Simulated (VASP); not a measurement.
Au: single point with r2SCAN

Crystal: Au.

```xyz
1
Lattice="0.0000 1.9841 2.1069 1.9841 0.0000 2.1069 1.9841 1.9841 0.0000" Properties=species:S:1:pos:R:3 pbc="T T T"
Au    0.0000    0.0000    0.0000
```

This cell differs from its parent crystal: strain -0.030 along x and y, +0.030 along z.

| Item | Value |
| --- | --- |
| Program | VASP 6.6.1 |
| Task | single point |
| Functional | r2SCAN |
| Potentials or basis | VASP PAW PBE potentials, release 64 (Au) |
| Cutoff | 520 eV |
| k mesh | 20 × 20 × 20 |
| Occupations | methfessel-paxton, width 0.4 eV |
| Spin | no spin polarisation |
| Dipole correction | no |
| Further INCAR settings | ALGO = Normal; EDIFF = 1e-06; NBANDS = 12 |

The pressure is 10.7 GPa. The band gap on the k mesh is zero (an odd number of electrons rules out a gap without spin polarisation).

Stress tensor (GPa, compression positive):
```
11.60  0.00  0.00
 0.00 11.60  0.00
 0.00  0.00  8.96
```

Levels at points of the mesh, in eV from the Fermi level:
```
           k point  band 3  band 4  band 5  band 6  band 7  band 8  band 9  band 10
(0.00, 0.00, 0.00)   -4.94   -4.94   -3.88   -3.24   15.29   18.80   19.86    19.86
(0.50, 0.00, 0.00)   -4.93   -2.36   -2.11   -0.97    3.31   14.53   17.66    18.83
(0.50, 0.50, 0.00)   -2.26   -1.92   -1.92    0.38    5.21   11.32   11.32    19.01
(0.50, 0.00, 0.50)   -2.34   -2.12   -1.61    1.43    6.72   10.18   10.28    18.09
```

Wall time 3.2 min on 1 thread of Intel(R) Xeon(R) Platinum 8488C (Sapphire Rapids) (shared host), peak memory 0.25 GiB.

Caveat: the cell differs from its parent crystal (strain -0.030 along x and y, +0.030 along z); the cell stands under pressure; the PAW data sets were made with another functional, which shifts forces and pressure a little; spin-orbit coupling is left out, which moves the levels of the heavy elements.
